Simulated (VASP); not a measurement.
# LiPrP3 (P6/mmm) in VASP: relaxation of cell and atoms with PBE

Aim: the relaxation of cell and atoms of LiPrP3 with PBE.

Program: VASP 6.6.1. These are calculated values, not measurements. Logs are shortened: lines on timing, memory, paths and dates and some standing lists are left out, and cuts for length are marked.

## Step 1: The cell of the first run

The structure is hexagonal, space group P6/mmm (No. 191). Conventional cell: a = 5.549 Å, b = 5.549 Å, c = 6.625 Å, α = 90.00°, β = 90.00°, γ = 120.00°. Within 4.4 Å of Li (site symmetry 6/mmm) lie 2 Pr at 3.31 Å and 12 P at 4.32 Å. Pr (site symmetry 6/mmm) has 6 P at 2.77 Å and 2 Li at 3.31 Å within 3.7 Å. P (site symmetry mmm) has 4 P at 2.77 Å and 2 Pr at 2.77 Å within 3.7 Å.

The cell was generated, and may not be a known phase.

## Step 2: Relaxation of cell and atoms, PBE

INCAR reads:

```
SYSTEM = LiPrP3
PREC = Accurate
ENCUT = 750
EDIFF = 1E-7
ISMEAR = 0
SIGMA = 0.1
LREAL = .FALSE.
LASPH = .TRUE.
NELM = 200
ALGO = Normal
ISIF = 3
LWAVE = .FALSE.
LCHARG = .FALSE.
GGA = PE
IBRION = 2
NSW = 100
EDIFFG = -0.01
GGA_COMPAT = .FALSE.
NELMIN = 4
LMAXMIX = 6
```

KPOINTS reads:

```
Automatic mesh
0
G
  12 12 6
  0 0 0
```

POSCAR reads:

```
LiPrP3
1.0
    5.5487586277      0.0000000000      0.0000000000
   -2.7743793138      4.8053659310      0.0000000000
    0.0000000000      0.0000000000      6.6248160895
Li Pr P
1 1 3
Direct
    0.0000000000      0.0000000000      0.0000000000
    0.0000000000      0.0000000000      0.5000000000
    0.5000000000      0.0000000000      0.5000000000
    0.0000000000      0.5000000000      0.5000000000
    0.5000000000      0.5000000000      0.5000000000
```

Potentials or basis: VASP PAW PBE potentials, release 64 (Li_sv, Pr_3, P), 4f in core.

On the command line:

```
$ cat potpaw_PBE.64/Li_sv/POTCAR potpaw_PBE.64/Pr_3/POTCAR potpaw_PBE.64/P/POTCAR > POTCAR
$ mpirun -np 1 vasp_std > vasp.out
```

OUTCAR:

```text
SYSTEM = LiPrP3
   PREC = Accurate
   ENCUT = 750
   EDIFF = 1E-7
   ISMEAR = 0
   LREAL = .FALSE.
   LASPH = .TRUE.
   NELM = 200
   ISIF = 3
   GGA = PE
   IBRION = 2
   NSW = 100
   EDIFFG = -0.01
   NELMIN = 4

 ion  position               nearest neighbor table
   1  0.000  0.000  0.000-
   2  0.000  0.000  0.500-   4 2.77   4 2.77   5 2.77   5 2.77   3 2.77   3 2.77
   3  0.500  0.000  0.500-   5 2.77   5 2.77   4 2.77   4 2.77   2 2.77   2 2.77
   4  0.000  0.500  0.500-   2 2.77   2 2.77   3 2.77   3 2.77   5 2.77   5 2.77
   5  0.500  0.500  0.500-   3 2.77   3 2.77   2 2.77   2 2.77   4 2.77   4 2.77

  LATTYP: Found a hexagonal cell.
 ALAT       =     5.5487586277
 C/A-ratio  =     1.1939276033

  Lattice vectors:

 A1 = (   5.5487586277,   0.0000000000,   0.0000000000)
 A2 = (  -2.7743793138,   4.8053659310,   0.0000000000)
 A3 = (   0.0000000000,   0.0000000000,   6.6248160895)

Analysis of symmetry for initial positions (statically):
=====================================================================
 Subroutine PRICEL returns:
 Original cell was already a primitive cell.

 Routine SETGRP: Setting up the symmetry group for a
 hexagonal supercell.

 Subroutine GETGRP returns: Found 24 space group operations
 (whereof 24 operations were pure point group operations)
 out of a pool of 24 trial point group operations.

The static configuration has the point symmetry D_6h.

Analysis of symmetry for dynamics (positions and initial velocities):
=====================================================================
 Subroutine PRICEL returns:
 Original cell was already a primitive cell.

 Routine SETGRP: Setting up the symmetry group for a
 hexagonal supercell.

 Subroutine GETGRP returns: Found 24 space group operations
 (whereof 24 operations were pure point group operations)
 out of a pool of 24 trial point group operations.

The dynamic configuration has the point symmetry D_6h.

 Subroutine INISYM returns: Found 24 space group operations
 (whereof 24 operations are pure point group operations),
 and found     1 'primitive' translations

----------------------------------------------------------------------------------------

                                     Primitive cell

  volume of cell :     176.6429

  direct lattice vectors                    reciprocal lattice vectors
     5.548758628  0.000000000  0.000000000     0.180220490  0.104050349  0.000000000
    -2.774379314  4.805365931  0.000000000     0.000000000  0.208100697  0.000000000
     0.000000000  0.000000000  6.624816090     0.000000000  0.000000000  0.150947587

  length of vectors
     5.548758628  5.548758628  6.624816090     0.208100697  0.208100697  0.150947587

  position of ions in fractional coordinates (direct lattice)
     0.000000000  0.000000000  0.000000000
     0.000000000  0.000000000  0.500000000
     0.500000000  0.000000000  0.500000000
     0.000000000  0.500000000  0.500000000
     0.500000000  0.500000000  0.500000000

  ion indices of the primitive-cell ions
   primitive index   ion index
                 1           1
                 2           2
                 3           3
                 4           4
                 5           5

----------------------------------------------------------------------------------------

 KPOINTS: Automatic mesh

Automatic generation of k-mesh.
 Grid dimensions read from file:
 generate k-points for:   12   12    6

 Generating k-lattice:

  Cartesian coordinates                     Fractional coordinates (reciprocal lattice)
     0.015018374  0.008670862  0.000000000     0.083333333 -0.000000000  0.000000000
     0.000000000  0.017341725  0.000000000     0.000000000  0.083333333  0.000000000
     0.000000000  0.000000000  0.025157931     0.000000000  0.000000000  0.166666667

  Length of vectors
     0.017341725  0.017341725  0.025157931

  Shift w.r.t. Gamma in fractional coordinates (k-lattice)
     0.000000000  0.000000000  0.000000000

 Subroutine IBZKPT returns following result:
 ===========================================

 Found     76 irreducible k-points:

 Following reciprocal coordinates:
            Coordinates               Weight
  0.000000  0.000000  0.000000      1.000000
  0.083333  0.000000  0.000000      6.000000
  0.166667  0.000000  0.000000      6.000000
  0.250000  0.000000  0.000000      6.000000
  0.333333 -0.000000  0.000000      6.000000
  0.416667  0.000000  0.000000      6.000000
[... 16 lines left out ...]
  0.250000  0.000000  0.166667     12.000000
  0.333333 -0.000000  0.166667     12.000000
 [... further k-points ...]
   k-points           NKPTS =     76   k-points in BZ     NKDIM =     76   number of bands    NBANDS=     18
   number of dos      NEDOS =    301   number of ions     NIONS =      5
   total plane-waves  NPLWV = 150000
   dimension x,y,z NGX =    50 NGY =   50 NGZ =   60
   dimension x,y,z NGXF=   100 NGYF=  100 NGZF=  120
   ions per type =               1   1   3
   NGX,Y,Z   is equivalent  to a cutoff of  14.98, 14.98, 15.06 a.u.
   NGXF,Y,Z  is equivalent  to a cutoff of  29.96, 29.96, 30.11 a.u.
 SYSTEM =  LiPrP3
   PREC   = accura    normal or accurate (medium, high low for compatibility)
   ISTART =      0    job   : 0-new  1-cont  2-samecut
   ICHARG =      2    charge: 1-file 2-atom 10-const
   ISPIN  =      1    spin polarized calculation?
   LNONCOLLINEAR =      F non collinear calculations
   LSORBIT =      F    spin-orbit coupling
   LASPH  =      T    aspherical Exc in radial PAW
   ENCUT  =  750.0 eV  55.12 Ry    7.42 a.u.  12.39 12.39 14.79*2*pi/ulx,y,z
   NELM   =    200;   NELMIN=  4; NELMDL= -5     # of ELM steps
   EDIFF  = 0.1E-06   stopping-criterion for ELM
   LREAL  =      F    real-space projection
   EDIFFG = -.1E-01   stopping-criterion for IOM
   NSW    =    100    number of steps for IOM
   IBRION =      2    ionic relax: 0-MD 1-quasi-New 2-CG
   NFREE  =      1    steps in history (QN), initial steepest desc. (CG)
   ISIF   =      3    stress and relaxation
   ISYM   =      2    0-nonsym 1-usesym 2-fastsym
   POTIM  = 0.5000    time-step for ionic-motion
   TEBEG  =    0.0;   TEEND  =   0.0 temperature during run
   PSTRESS=    0.0 pullay stress
   NELECT =      29.0000    total number of electrons
   NUPDOWN=      -1.0000    fix difference up-down
   EMIN   =  10.00;   EMAX   =-10.00  energy-range for DOS
   EFERMI =   0.00;   METHOD = LEGACY
   ISMEAR =     0;   SIGMA  =   0.10  broadening in eV -4-tet -1-fermi 0-gaus
   EFERMI_NEDOS =   21; number of points for ismear=-14 and -15
   IALGO  =     38    algorithm
   IMIX   =      4    mixing-type and parameters
     AMIX     =   0.40;   BMIX     =  1.00
     AMIX_MAG =   1.60;   BMIX_MAG =  1.00
  volume/ion in A,a.u.               =      35.33       238.41
  Fermi-wavevector in a.u.,A,eV,Ry     =   0.896414  1.693977 10.933079  0.803559
  Thomas-Fermi vector in A             =   2.018870
   LORBIT       =      0    0 simple, 1 ext, 2 COOP (PROOUT), +10 PAW based schemes
   GGA     = PE    functional components
   LHFCALC =     F    Hartree Fock is set to
   AEXX    =    0.0000 exact exchange contribution
   IVDW    =     0    specifies the selected vdW correction
   LEPSILON=     F    determine dielectric tensor
   LRPA    =     F    only Hartree local field effects (RPA)
 conjugate gradient relaxation of ions
 non-spin polarized calculation
 Gauss-broadening in eV      SIGMA  =   0.10
  energy-cutoff  :      750.00
  volume of cell :      176.64
 maximum number of plane-waves:      8298
 NGX is ok and might be reduce to    50
   NGX = 25   NGY = 25   NGZ = 29

--------------------------------------- Ionic step        1  -------------------------------------------

 number of electron      28.9999994 magnetization

 Free energy of the ion-electron system (eV)
  ---------------------------------------------------
  ext. energy  EPLUGINS =         0.00000000
  ---------------------------------------------------
  free energy    TOTEN  =       -20.82680061 eV

  energy without entropy =      -20.79602699  energy(sigma->0) =      -20.81141380

------------------------ aborting loop because EDIFF is reached ----------------------------------------

  FORCE on cell =-STRESS in cart. coord.  units (eV):
  Direction    XX          YY          ZZ          XY          YZ          ZX
  --------------------------------------------------------------------------------------
  -------------------------------------------------------------------------------------
  Total        0.3059259      0.3059259      0.0139682      0.0000000      0.0000000      0.0000000
  in kB        2.7747942      2.7747942      0.1266939      0.0000000      0.0000000      0.0000000
  external PRESSURE =       1.8920941 kB  Pullay stress =       0.0000000 kB
[... 63 lines left out ...]
  energy  without entropy=      -20.7964943810  energy(sigma->0) =      -20.81192135

--------------------------------------- Ionic step        3  -------------------------------------------

 number of electron      28.9999995 magnetization

 Free energy of the ion-electron system (eV)
  ---------------------------------------------------
  ext. energy  EPLUGINS =         0.00000000
  ---------------------------------------------------
  free energy    TOTEN  =       -20.82744549 eV

  energy without entropy =      -20.79661469  energy(sigma->0) =      -20.81203009

 E-fermi :   1.1631     XC(G=0):  -7.0459

 val. band max:        1.1580116954   @ k =   0.2500   0.1667   0.0000
 cond. band min:       1.1716748472   @ k =   0.0833   0.0833   0.0000
 fundamental gap:      0.0136631518
 Fermi energy:         1.1630773768

 k-point     1 :       0.0000    0.0000    0.0000
  band No.  band energies     occupation
      1     -47.4805      2.00000
      2     -34.4940      2.00000
      3     -16.7291      2.00000
      4     -16.7291      2.00000
      5     -16.7153      2.00000
      6     -10.5385      2.00000
[... 10 lines left out ...]
     17       2.6741      0.00000
     18       3.8129      0.00000
[... 466 lines left out ...]
      2     -34.4930      2.00000
      3     -16.8324      2.00000
      4     -16.7552      2.00000
      5     -16.7125      2.00000
      6      -9.7077      2.00000
[... 10 lines left out ...]
     17       3.0673      0.00000
     18       3.6970      0.00000

 [... further k-points ...]
[... 5 lines left out ...]
  --------------------------------------------------------------------------------------
  -------------------------------------------------------------------------------------
  Total        0.0018960      0.0018960      0.0233534      0.0000000      0.0000000      0.0000000
  in kB        0.0171225      0.0171225      0.2109019      0.0000000      0.0000000      0.0000000
  external PRESSURE =       0.0817156 kB  Pullay stress =       0.0000000 kB
[... 20 lines left out ...]
  FREE ENERGIE OF THE ION-ELECTRON SYSTEM (eV)
  ---------------------------------------------------
  free  energy   TOTEN  =       -20.8274454921 eV

  energy  without entropy=      -20.7966146860  energy(sigma->0) =      -20.81203009

 reached required accuracy - stopping structural energy minimisation
```

It took 8.1 min on 1 thread of Intel Xeon 6975P-C (Granite Rapids), shared host; peak memory 0.72 GiB.

Results:

```
Free energy                           : -20.8274 eV
Relaxed volume                        : 35.48 Å³/atom
Relaxed cell                          : a = 5.561 Å, b = 5.561 Å, c = 6.625 Å, α = 90.00°, β = 90.00°, γ = 120.00°
Space group after relaxing (to 0.1 Å) : P6/mmm (No. 191)
Energy gained by relaxing             : 0.1 meV/atom
Ionic steps                           : 3
Pressure after relaxing               : 0.0 GPa
Band gap on the k mesh                : zero (an odd number of electrons rules out a gap without spin polarisation)
```

Step by step:
```tsv
step	energy change (eV)	largest force (eV/Å)	pressure (GPa)	volume (Å³)
1	0.0000	0.0000	0.19	176.64
2	-0.0005	0.0000	-0.06	177.71
3	-0.0006	0.0000	0.01	177.41
```

Final structure:
```yaml
crystal:
  lattice:
    - [5.56053, 0.00000, 0.00000]
    - [-2.78027, 4.81556, 0.00000]
    - [0.00000, 0.00000, 6.62546]
  atoms:
    - { symbol: Li, position: [0.00000, 0.00000, 0.00000] }
    - { symbol: Pr, position: [0.00000, 0.00000, 0.50000] }
    - { symbol: P, position: [0.50000, 0.00000, 0.50000] }
    - { symbol: P, position: [0.00000, 0.50000, 0.50000] }
    - { symbol: P, position: [0.50000, 0.50000, 0.50000] }
```

Levels at points of the mesh, in eV from the Fermi level:
```tsv
k point	band 10	band 11	band 12	band 13	band 14	band 15	band 16	band 17	band 18
(0.00, 0.00, 0.00)	-2.63	-2.02	-2.02	-0.60	0.51	0.51	1.51	1.51	2.65
(0.50, 0.00, 0.00)	-2.55	-2.44	-1.07	-0.63	-0.39	-0.17	-0.02	0.04	2.05
(0.00, 0.00, 0.50)	-2.85	-2.01	-2.01	0.40	0.45	0.45	1.24	1.24	1.47
(0.50, 0.00, 0.50)	-2.58	-2.55	-1.26	-0.63	-0.53	-0.17	0.05	0.64	1.73
```

Caveat: spin-orbit coupling is left out, which moves the levels of the heavy elements; the 4f electrons are frozen in the core, so they carry no moment and show no levels. Spin polarisation is off, so any magnetic state and its effect on volume and gap are missing.
